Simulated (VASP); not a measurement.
# K (I4/mmm) in VASP: further runs

Runs on K. Level: PBEsol. Tasks: single point.

All numbers are computed with VASP 6.6.1; they aren't measurements. Logs are shortened: lines on timing, memory, paths and dates and some standing lists are left out, and cuts for length are marked.

### 1 The cell of the first run

It takes space group I4/mmm (No. 139, tetragonal). The conventional cell has a = 5.236 Å, b = 5.236 Å, c = 5.367 Å, α = 90.00°, β = 90.00°, γ = 90.00°.

### 2 Single point, PBEsol (strain +0.000 along x and y, +0.025 along z)

The input, INCAR:

```
SYSTEM = K
ALGO = Fast
EDIFF = 1E-6
ENCUT = 520
GGA = PS
ISIF = 2
ISMEAR = 0
LASPH = .True.
LCHARG = .False.
LREAL = .False.
LWAVE = .False.
NBANDS = 10
NELM = 60
PREC = Accurate
SIGMA = 0.15
```

The input, KPOINTS:

```
k-points
0
Gamma
  14 14 14
  0 0 0
```

The input, POSCAR:

```
K
1.0
   -2.6180000000      2.6180000000      2.6834500000
    2.6180000000     -2.6180000000      2.6834500000
    2.6180000000      2.6180000000     -2.6834500000
K
1
Direct
    0.0000000000      0.0000000000      0.0000000000
```

Potentials or basis: VASP PAW PBE potentials, release 64 (K_sv).

Started as:

```bash
cat potpaw_PBE.64/K_sv/POTCAR > POTCAR
mpirun -np 1 vasp_std > vasp.out
```

OUTCAR:

```text
SYSTEM = K
   EDIFF = 1E-6
   ENCUT = 520
   GGA = PS
   ISIF = 2
   ISMEAR = 0
   LASPH = .True.
   LREAL = .False.
   NELM = 60
   PREC = Accurate

 ion  position               nearest neighbor table
   1  0.000  0.000  0.000-

  LATTYP: Found a body centered tetragonal cell.
 ALAT       =     5.2360000000
 C/A-ratio  =     1.0250000000

  Lattice vectors:

 A1 = (  -2.6180000000,   2.6180000000,   2.6834500000)
 A2 = (   2.6180000000,  -2.6180000000,   2.6834500000)
 A3 = (   2.6180000000,   2.6180000000,  -2.6834500000)

Analysis of symmetry for initial positions (statically):
=====================================================================
 Subroutine PRICEL returns:
 Original cell was already a primitive cell.

 Routine SETGRP: Setting up the symmetry group for a
 body centered tetragonal supercell.

 Subroutine GETGRP returns: Found 16 space group operations
 (whereof 16 operations were pure point group operations)
 out of a pool of 16 trial point group operations.

The static configuration has the point symmetry D_4h.

Analysis of symmetry for dynamics (positions and initial velocities):
=====================================================================
 Subroutine PRICEL returns:
 Original cell was already a primitive cell.

 Routine SETGRP: Setting up the symmetry group for a
 body centered tetragonal supercell.

 Subroutine GETGRP returns: Found 16 space group operations
 (whereof 16 operations were pure point group operations)
 out of a pool of 16 trial point group operations.

The dynamic configuration has the point symmetry D_4h.

 Subroutine INISYM returns: Found 16 space group operations
 (whereof 16 operations are pure point group operations),
 and found     1 'primitive' translations

----------------------------------------------------------------------------------------

                                     Primitive cell

  volume of cell :      73.5686

  direct lattice vectors                    reciprocal lattice vectors
    -2.618000000  2.618000000  2.683450000     0.000000000  0.190985485  0.186327303
     2.618000000 -2.618000000  2.683450000     0.190985485  0.000000000  0.186327303
     2.618000000  2.618000000 -2.683450000     0.190985485  0.190985485  0.000000000

  length of vectors
     4.572608873  4.572608873  4.572608873     0.266820762  0.266820762  0.270094263

  position of ions in fractional coordinates (direct lattice)
     0.000000000  0.000000000  0.000000000

  ion indices of the primitive-cell ions
   primitive index   ion index
                 1           1

----------------------------------------------------------------------------------------

 KPOINTS: k-points

Automatic generation of k-mesh.
 Grid dimensions read from file:
 generate k-points for:   14   14   14

 Generating k-lattice:

  Cartesian coordinates                     Fractional coordinates (reciprocal lattice)
     0.000000000  0.013641820  0.013309093     0.071428571  0.000000000  0.000000000
     0.013641820  0.000000000  0.013309093     0.000000000  0.071428571  0.000000000
     0.013641820  0.013641820  0.000000000     0.000000000  0.000000000  0.071428571

  Length of vectors
     0.019058626  0.019058626  0.019292447

  Shift w.r.t. Gamma in fractional coordinates (k-lattice)
     0.000000000  0.000000000  0.000000000

 Subroutine IBZKPT returns following result:
 ===========================================

 Found    244 irreducible k-points:

 Following reciprocal coordinates:
            Coordinates               Weight
  0.000000  0.000000  0.000000      1.000000
  0.071429  0.000000 -0.000000      8.000000
  0.142857  0.000000  0.000000      8.000000
  0.214286  0.000000  0.000000      8.000000
  0.285714  0.000000  0.000000      8.000000
  0.357143  0.000000  0.000000      8.000000
[... 16 lines left out ...]
  0.214286  0.142857 -0.000000     16.000000
  0.285714  0.142857  0.000000     16.000000
 [... further k-points ...]
   k-points           NKPTS =    244   k-points in BZ     NKDIM =    244   number of bands    NBANDS=     10
   number of dos      NEDOS =    301   number of ions     NIONS =      1
   total plane-waves  NPLWV =  46656
   dimension x,y,z NGX =    36 NGY =   36 NGZ =   36
   dimension x,y,z NGXF=    72 NGYF=   72 NGZF=   72
   ions per type =               1
   NGX,Y,Z   is equivalent  to a cutoff of  13.09, 13.09, 13.09 a.u.
   NGXF,Y,Z  is equivalent  to a cutoff of  26.18, 26.18, 26.18 a.u.
 SYSTEM =  K
   PREC   = accura    normal or accurate (medium, high low for compatibility)
   ISTART =      0    job   : 0-new  1-cont  2-samecut
   ICHARG =      2    charge: 1-file 2-atom 10-const
   ISPIN  =      1    spin polarized calculation?
   LNONCOLLINEAR =      F non collinear calculations
   LSORBIT =      F    spin-orbit coupling
   LASPH  =      T    aspherical Exc in radial PAW
   ENCUT  =  520.0 eV  38.22 Ry    6.18 a.u.   8.50  8.50  8.50*2*pi/ulx,y,z
   NELM   =     60;   NELMIN=  2; NELMDL= -5     # of ELM steps
   EDIFF  = 0.1E-05   stopping-criterion for ELM
   LREAL  =      F    real-space projection
   EDIFFG = 0.1E-04   stopping-criterion for IOM
   NSW    =      0    number of steps for IOM
   IBRION =     -1    ionic relax: 0-MD 1-quasi-New 2-CG
   NFREE  =      0    steps in history (QN), initial steepest desc. (CG)
   ISIF   =      2    stress and relaxation
   ISYM   =      2    0-nonsym 1-usesym 2-fastsym
   POTIM  = 0.5000    time-step for ionic-motion
   TEBEG  =    0.0;   TEEND  =   0.0 temperature during run
   PSTRESS=    0.0 pullay stress
   NELECT =       9.0000    total number of electrons
   NUPDOWN=      -1.0000    fix difference up-down
   EMIN   =  10.00;   EMAX   =-10.00  energy-range for DOS
   EFERMI =   0.00;   METHOD = LEGACY
   ISMEAR =     0;   SIGMA  =   0.15  broadening in eV -4-tet -1-fermi 0-gaus
   EFERMI_NEDOS =   21; number of points for ismear=-14 and -15
   IALGO  =     68    algorithm
   IMIX   =      4    mixing-type and parameters
     AMIX     =   0.40;   BMIX     =  1.00
     AMIX_MAG =   1.60;   BMIX_MAG =  1.00
  volume/ion in A,a.u.               =      73.57       496.47
  Fermi-wavevector in a.u.,A,eV,Ry     =   0.812690  1.535761  8.986165  0.660465
  Thomas-Fermi vector in A             =   1.922278
   LORBIT       =      0    0 simple, 1 ext, 2 COOP (PROOUT), +10 PAW based schemes
   GGA     = PS    functional components
   LHFCALC =     F    Hartree Fock is set to
   AEXX    =    0.0000 exact exchange contribution
   IVDW    =     0    specifies the selected vdW correction
   LEPSILON=     F    determine dielectric tensor
   LRPA    =     F    only Hartree local field effects (RPA)
 non-spin polarized calculation
 RMM-DIIS sequential band-by-band and
 Gauss-broadening in eV      SIGMA  =   0.15
  energy-cutoff  :      520.00
  volume of cell :       73.57
 maximum number of plane-waves:      2006
 NGX is ok and might be reduce to    36
   NGX = 17   NGY = 17   NGZ = 17

 number of electron       9.0000001 magnetization

 Free energy of the ion-electron system (eV)
  ---------------------------------------------------
  ext. energy  EPLUGINS =         0.00000000
  ---------------------------------------------------
  free energy    TOTEN  =        -1.13670539 eV

  energy without entropy =       -1.12795841  energy(sigma->0) =       -1.13233190

 E-fermi :  -0.1678     XC(G=0):  -5.6957

 val. band max:       -0.1698000154   @ k =   0.5000   0.2857  -0.0000
 cond. band min:      -0.1639632321   @ k =  -0.3571   0.4286   0.1429
 fundamental gap:      0.0058367833
 Fermi energy:        -0.1677829622

 k-point     1 :       0.0000    0.0000    0.0000
  band No.  band energies     occupation
      1     -32.1615      2.00000
      2     -15.6713      2.00000
      3     -15.6713      2.00000
      4     -15.6712      2.00000
      5      -2.3254      2.00000
      6       4.0895      0.00000
      7       4.0895      0.00000
      8       4.2105      0.00000
      9       4.9663      0.00000
     10       5.1284      0.00000

 k-point     2 :       0.0714    0.0000   -0.0000
  band No.  band energies     occupation
      1     -32.1613      2.00000
      2     -15.6747      2.00000
      3     -15.6724      2.00000
      4     -15.6712      2.00000
      5      -2.2623      2.00000
      6       3.9992      0.00000
      7       4.0465      0.00000
      8       4.2216      0.00000
      9       4.8598      0.00000
     10       5.0882      0.00000

 k-point     3 :       0.1429    0.0000    0.0000
  band No.  band energies     occupation
      1     -32.1607      2.00000
      2     -15.6844      2.00000
      3     -15.6756      2.00000
      4     -15.6711      2.00000
      5      -2.0752      2.00000
      6       3.6407      0.00000
      7       3.8575      0.00000
      8       4.3566      0.00000
      9       4.7537      0.00000
     10       5.0375      0.00000

 k-point     4 :       0.2143    0.0000    0.0000
  band No.  band energies     occupation
      1     -32.1599      2.00000
      2     -15.6982      2.00000
      3     -15.6801      2.00000
      4     -15.6711      2.00000
      5      -1.7702      2.00000
      6       3.0629      0.00000
      7       3.6119      0.00000
      8       4.6021      0.00000
      9       4.7870      0.00000
     10       5.0160      0.00000
[... 222 lines left out ...]
 k-point    22 :       0.1429    0.1429    0.0000
  band No.  band energies     occupation
      1     -32.1594      2.00000
      2     -15.7040      2.00000
      3     -15.6809      2.00000
      4     -15.6739      2.00000
      5      -1.5964      2.00000
      6       2.9541      0.00000
      7       3.3015      0.00000
      8       4.6378      0.00000
      9       4.6816      0.00000
     10       5.2930      0.00000

 k-point    23 :       0.2143    0.1429   -0.0000
  band No.  band energies     occupation
      1     -32.1586      2.00000
      2     -15.7158      2.00000
      3     -15.6865      2.00000
      4     -15.6746      2.00000
      5      -1.1918      2.00000
      6       2.4315      0.00000
      7       3.0190      0.00000
      8       4.6838      0.00000
      9       4.8708      0.00000
     10       5.3817      0.00000

 k-point    24 :       0.2857    0.1429    0.0000
  band No.  band energies     occupation
      1     -32.1579      2.00000
      2     -15.7259      2.00000
      3     -15.6924      2.00000
      4     -15.6750      2.00000
      5      -0.6938      2.00000
      6       1.8297      0.00000
      7       2.8216      0.00000
      8       4.6263      0.00000
      9       5.0647      0.00000
     10       5.4952      0.00000

 [... further k-points ...]

------------------------ aborting loop because EDIFF is reached ----------------------------------------

  FORCE on cell =-STRESS in cart. coord.  units (eV):
  Direction    XX          YY          ZZ          XY          YZ          ZX
  --------------------------------------------------------------------------------------
  -------------------------------------------------------------------------------------
  Total       -0.0589159     -0.0589159     -0.0667633      0.0000000      0.0000000      0.0000000
  in kB       -1.2830691     -1.2830691     -1.4539703      0.0000000      0.0000000      0.0000000
  external PRESSURE =      -1.3400361 kB  Pullay stress =       0.0000000 kB

 VOLUME and BASIS-vectors are now :
 -----------------------------------------------------------------------------
  energy-cutoff  :      520.00
  volume of cell :       73.57
      direct lattice vectors                 reciprocal lattice vectors
    -2.618000000  2.618000000  2.683450000     0.000000000  0.190985485  0.186327303
     2.618000000 -2.618000000  2.683450000     0.190985485  0.000000000  0.186327303
     2.618000000  2.618000000 -2.683450000     0.190985485  0.190985485  0.000000000

 POSITION                                       TOTAL-FORCE (eV/Angst)
 -----------------------------------------------------------------------------------
      0.00000      0.00000      0.00000         0.000000     -0.000000      0.000000
 -----------------------------------------------------------------------------------
    total drift:                               -0.000000      0.000000      0.000000

  FREE ENERGIE OF THE ION-ELECTRON SYSTEM (eV)
  ---------------------------------------------------
  free  energy   TOTEN  =        -1.1367053916 eV

  energy  without entropy=       -1.1279584075  energy(sigma->0) =       -1.13233190
```

Run time: 94 s. Hardware: 1 thread of Intel Xeon 6975P-C (Granite Rapids), shared host; peak memory 0.31 GiB.

What came out:

```
Free energy            : -1.1367 eV
Pressure               : -0.1 GPa
Band gap on the k mesh : zero (an odd number of electrons rules out a gap without spin polarisation)
```

Caveat: the cell differs from its parent crystal (strain +0.000 along x and y, +0.025 along z); the PAW data sets were made with another functional, which shifts forces and pressure a little.

### 3 Single point, PBEsol (strain +0.025 along x and y, +0.000 along z)

The input, INCAR:

```
PREC = Accurate
ENCUT = 520
EDIFF = 1E-6
ISMEAR = 0
SIGMA = 0.15
LREAL = False
LASPH = True
NELM = 80
ALGO = Fast
ISIF = 2
LWAVE = False
LCHARG = True
GGA = PS
LELF = True
LVHAR = True
NBANDS = 10
```

The input, KPOINTS:

```
Automatic mesh
0
Gamma
  14 14 14
```

The input, POSCAR:

```
K
1.0
   -2.6834500000      2.6834500000      2.6180000000
    2.6834500000     -2.6834500000      2.6180000000
    2.6834500000      2.6834500000     -2.6180000000
K
1
Direct
    0.0000000000      0.0000000000      0.0000000000
```

Potentials or basis: VASP PAW PBE potentials, release 64 (K_sv).

Started as:

```bash
cat potpaw_PBE.64/K_sv/POTCAR > POTCAR
mpirun -np 1 vasp_std > vasp.out
```

OUTCAR:

```text
PREC = Accurate
   ENCUT = 520
   EDIFF = 1E-6
   ISMEAR = 0
   LREAL = False
   LASPH = True
   NELM = 80
   ISIF = 2
   GGA = PS

 ion  position               nearest neighbor table
   1  0.000  0.000  0.000-

  LATTYP: Found a body centered tetragonal cell.
 ALAT       =     5.3669000000
 C/A-ratio  =     0.9756097561

  Lattice vectors:

 A1 = (  -2.6834500000,   2.6834500000,   2.6180000000)
 A2 = (   2.6834500000,  -2.6834500000,   2.6180000000)
 A3 = (   2.6834500000,   2.6834500000,  -2.6180000000)
[... 492 lines left out ...]
     10       5.4324      0.00000

 [... further k-points ...]

------------------------ aborting loop because EDIFF is reached ----------------------------------------

  FORCE on cell =-STRESS in cart. coord.  units (eV):
  Direction    XX          YY          ZZ          XY          YZ          ZX
  --------------------------------------------------------------------------------------
  -------------------------------------------------------------------------------------
  Total       -0.1019401     -0.1019401     -0.0919522      0.0000000     -0.0000000      0.0000000
  in kB       -2.1659026     -2.1659026     -1.9536924      0.0000000     -0.0000000      0.0000000
  external PRESSURE =      -2.0951658 kB  Pullay stress =       0.0000000 kB

 VOLUME and BASIS-vectors are now :
 -----------------------------------------------------------------------------
  energy-cutoff  :      520.00
  volume of cell :       75.41
      direct lattice vectors                 reciprocal lattice vectors
    -2.683450000  2.683450000  2.618000000     0.000000000  0.186327303  0.190985485
     2.683450000 -2.683450000  2.618000000     0.186327303  0.000000000  0.190985485
     2.683450000  2.683450000 -2.618000000     0.186327303  0.186327303  0.000000000

 POSITION                                       TOTAL-FORCE (eV/Angst)
 -----------------------------------------------------------------------------------
      0.00000      0.00000      0.00000         0.000000     -0.000000     -0.000000
 -----------------------------------------------------------------------------------
    total drift:                               -0.000000      0.000000      0.000000

  FREE ENERGIE OF THE ION-ELECTRON SYSTEM (eV)
  ---------------------------------------------------
  free  energy   TOTEN  =        -1.1348348962 eV

  energy  without entropy=       -1.1260174812  energy(sigma->0) =       -1.13042619
```

Run time: 84 s. Hardware: 1 thread of Intel Xeon 6975P-C (Granite Rapids), shared host; peak memory 0.32 GiB.

What came out:

```
Free energy            : -1.1348 eV
Pressure               : -0.2 GPa
Band gap on the k mesh : zero (an odd number of electrons rules out a gap without spin polarisation)
```

Caveat: the cell differs from its parent crystal (strain +0.025 along x and y, +0.000 along z); the PAW data sets were made with another functional, which shifts forces and pressure a little.

### 4 Single point, PBEsol (strain +0.025 along x and y, +0.050 along z)

The input, INCAR:

```
SYSTEM = K
PREC     = Accurate       ! precision mode
ENCUT    = 520            ! plane-wave cutoff, eV
EDIFF    = 1E-6           ! SCF threshold, eV
ISMEAR   = 0              ! smearing method
SIGMA    = 0.15           ! smearing width, eV
LREAL    = .FALSE.        ! projectors in reciprocal space
LASPH    = .TRUE.         ! aspherical terms in the spheres
NELM     = 60             ! most SCF steps
ALGO     = Fast           ! electronic algorithm
ISIF     = 2              ! what is computed and relaxed
LWAVE    = .FALSE.        ! write WAVECAR
LCHARG   = .FALSE.        ! write CHGCAR
GGA      = PS             ! functional
NBANDS   = 10             ! bands
```

The input, KPOINTS:

```
Automatic mesh
0
G
  14 14 14
  0 0 0
```

The input, POSCAR:

```
K
1.0
   -2.6834500000      2.6834500000      2.7489000000
    2.6834500000     -2.6834500000      2.7489000000
    2.6834500000      2.6834500000     -2.7489000000
K
1
Direct
    0.0000000000      0.0000000000      0.0000000000
```

Started as:

```bash
cat potpaw_PBE.64/K_sv/POTCAR > POTCAR
mpirun -np 1 vasp_std > vasp.out
```

Run time: 78 s. Hardware: 1 thread of Intel Xeon 6975P-C (Granite Rapids), shared host; peak memory 0.32 GiB.

It converged, with:

| Item | Value |
| --- | --- |
| Free energy | -1.1286 eV |
| Pressure | -0.3 GPa |
| Band gap on the k mesh | zero (an odd number of electrons rules out a gap without spin polarisation) |

Levels at points of the mesh, in eV from the Fermi level:
```
           k point  band 3  band 4  band 5  band 6  band 7  band 8
(0.00, 0.00, 0.00)  -15.56  -15.56   -2.06    4.18    4.18    4.30
(0.50, 0.00, 0.00)  -15.58  -15.56    0.43    0.63    3.18    4.69
(0.50, 0.50, 0.00)  -15.58  -15.56    0.48    0.69    3.05    4.76
(0.50, 0.50, 0.50)  -15.60  -15.60    1.67    1.74    3.11    3.36
```

Caveat: the cell differs from its parent crystal (strain +0.025 along x and y, +0.050 along z); the PAW data sets were made with another functional, which shifts forces and pressure a little.

### 5 The runs side by side

```tsv
cell	gap on the mesh (eV)	pressure (GPa)
a = 4.573 Å, angles 110.1, 110.1, 108.1°, 1 atom	none	-0.1
a = 4.610 Å, angles 108.8, 108.8, 110.8°, 1 atom	none	-0.2
a = 4.686 Å, angles 110.1, 110.1, 108.2°, 1 atom	none	-0.3
```

Alike in all rows: task single point; level PBEsol; potentials or basis VASP PAW PBE potentials, release 64 (K_sv); no spin polarisation; k mesh 14 × 14 × 14; cutoff (eV) 520; smearing gaussian 0.15 eV.

Caveats: the PAW data sets were made with another functional, which shifts forces and pressure a little.

Total energies depend on the potentials used, so only differences within one code and one set of settings carry meaning.
